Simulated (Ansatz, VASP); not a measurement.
One calculation of Na, two programs

Contents of INCAR:

```
PREC = Accurate
ENCUT = 520
EDIFF = 1E-6
ISMEAR = 0
SIGMA = 0.15
LREAL = False
LASPH = True
NELM = 100
ALGO = Normal
ISIF = 2
LWAVE = False
LCHARG = False
GGA = PE
NBANDS = 10
```

KPOINTS

```
Automatic mesh
0
Gamma
  16 16 16
```

POSCAR

```
Na
1.0
   -2.1492625000      2.1492625000      2.1492625000
    2.1492625000     -2.1492625000      2.1492625000
    2.1492625000      2.1492625000     -2.1492625000
Na
1
Direct
    0.0000000000      0.0000000000      0.0000000000
```

Input for Ansatz:

```yaml
crystal:
  lattice:
    - [-2.1492625, 2.1492625, 2.1492625]
    - [2.1492625, -2.1492625, 2.1492625]
    - [2.1492625, 2.1492625, -2.1492625]
  atoms:
    - { symbol: Na, position: [0.0, 0.0, 0.0] }
basis:
  ecutwfc: 420
kpoints:
  mp_grid: { grid: [16, 16, 16] }
hamiltonian:
  xc: pbe
scf:
  occupations: { method: gaussian, width: 0.15 }
output:
  forces: true
  stress: true
  eigenvalues: true
```

Change from the starting cell: strain +0.015 along x and y, +0.015 along z, atoms carried along.

Alike in both runs: task single point; functional PBE; k mesh 16 × 16 × 16; occupations gaussian, width 0.15 eV; no spin polarisation.

|  | VASP | Ansatz |
| --- | --- | --- |
| version | VASP 6.6.1 | Ansatz 0.2.0 |
| potentials or method | VASP PAW PBE potentials, release 64 (Na_pv), cutoff 520 eV | scalar-relativistic, plane waves, PAW |
| valence electrons in the cell | 7 | 9 |

|  | VASP | Ansatz | Ansatz less VASP |
| --- | --- | --- | --- |
| gap on the k mesh at the Fermi level (eV) | none | none | - |
| pressure (GPa) | -0.5 | -0.5 | +0.02 |

A gap of «none» marks a metal or a gap that the smearing closes. With one functional, cell and mesh, what is left measures potentials, basis and numerics. VASP's potentials hold 7 valence electrons a cell and Ansatz's 9, so a difference there can come from the potentials and not from the codes.
